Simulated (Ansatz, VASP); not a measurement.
## One calculation of CdTeSe4, two programs

```
Cd Te Se
1.0
     5.65276    0.00000    0.00000
    -2.82638    4.89543    0.00000
     0.00000    0.00000    4.24038
Cd Te Se
1 1 4
Direct
  0.00000 0.00000 0.00000
  0.00000 0.00000 0.50000
  0.33333 0.66667 0.00000
  0.66667 0.33333 0.00000
  0.33333 0.66667 0.50000
  0.66667 0.33333 0.50000
```

Alike in both runs: task relaxation of cell and atoms; functional PBE; k mesh 6 × 6 × 4; occupations gaussian, width 0.1 eV; no spin polarisation.

|  | VASP | Ansatz |
| --- | --- | --- |
| version | VASP 6.6.1 | Ansatz 0.2.0 |
| potentials or method | VASP PAW PBE potentials, release 64 (Cd, Te, Se), cutoff 600 eV | scalar-relativistic, plane waves, PAW |
| valence electrons in the cell | 42 | 100 |

Ansatz gave:

| Quantity | Value |
| --- | --- |
| gap on the k mesh at the Fermi level, each at its own relaxed structure (eV) | none |
| relaxed volume (Å³/atom) | 23.83 |
| relaxed cell length with the largest relative difference (Å) | 5.572 |

Q: Estimate VASP's values.

A: gap on the k mesh at the Fermi level, each at its own relaxed structure (eV): none; relaxed volume (Å³/atom): 23.84; relaxed cell length with the largest relative difference (Å): 5.564.

A gap of «none» marks a metal or a gap that the smearing closes. VASP's potentials hold 42 valence electrons a cell and Ansatz's 100, so a difference there can come from the potentials and not from the codes.

The k mesh is coarse, so the values compare programs but aren't converged. Neither program's run includes spin-orbit coupling. Noted on VASP's run: the volume moved by over 15 % at a fixed basis, so the end points are rough.
